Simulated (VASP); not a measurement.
Crystal: InAs (zincblende type).

```
CELL_PARAMETERS angstrom
0.00000 3.10723 3.10723
3.10723 0.00000 3.10723
3.10723 3.10723 0.00000
ATOMIC_POSITIONS crystal
In 0.00000 0.00000 0.00000
As 0.25000 0.25000 0.25000
```

```yaml
Program: VASP 6.6.1
Task: relaxation of cell and atoms
Functional: PBEsol
Potentials_or_basis: VASP PAW PBE potentials, release 64 (In_d, As)
Cutoff: 600 eV
k_mesh: 11 × 11 × 11
Occupations: fermi-dirac, width 0.08 eV
Spin: no spin polarisation
```

At the start: pressure -2.9 GPa; volume 30.00 Å³/atom.

**Question.** Where does the relaxation end?

**Answer.** Over 13 steps the energy falls by 16.8 meV/atom and the volume is 28.26 Å³/atom (-5.8 %); space group F-43m (No. 216, to 0.05 Å).

The path:
```csv
step,energy change (eV),largest force (eV/Å),pressure (GPa),volume (Å³)
1,0.0000,0.0000,-2.91,60.00
2,-0.0297,0.0000,1.17,55.40
3,-0.0336,0.0000,0.03,56.50
4,-0.0336,0.0000,-0.08,56.57
5,-0.0336,0.0000,-0.08,56.57
6,-0.0336,0.0000,-0.05,56.56
7,-0.0336,0.0000,-0.06,56.56
8,-0.0336,0.0000,-0.06,56.56
9,-0.0336,0.0000,-0.06,56.56
10,-0.0336,0.0000,-0.06,56.56
11,-0.0336,0.0000,-0.07,56.55
12,-0.0336,0.0000,-0.03,56.54
13,-0.0336,0.0000,-0.02,56.52
```

Final structure:
```xyz
2
Lattice="0.0000 3.0460 3.0460 3.0460 0.0000 3.0460 3.0460 3.0460 0.0000" Properties=species:S:1:pos:R:3 pbc="T T T"
In    0.0000    0.0000    0.0000
As    1.5230    1.5230    1.5230
```

Caveat: the PAW data sets were made with another functional, which shifts forces and pressure a little.
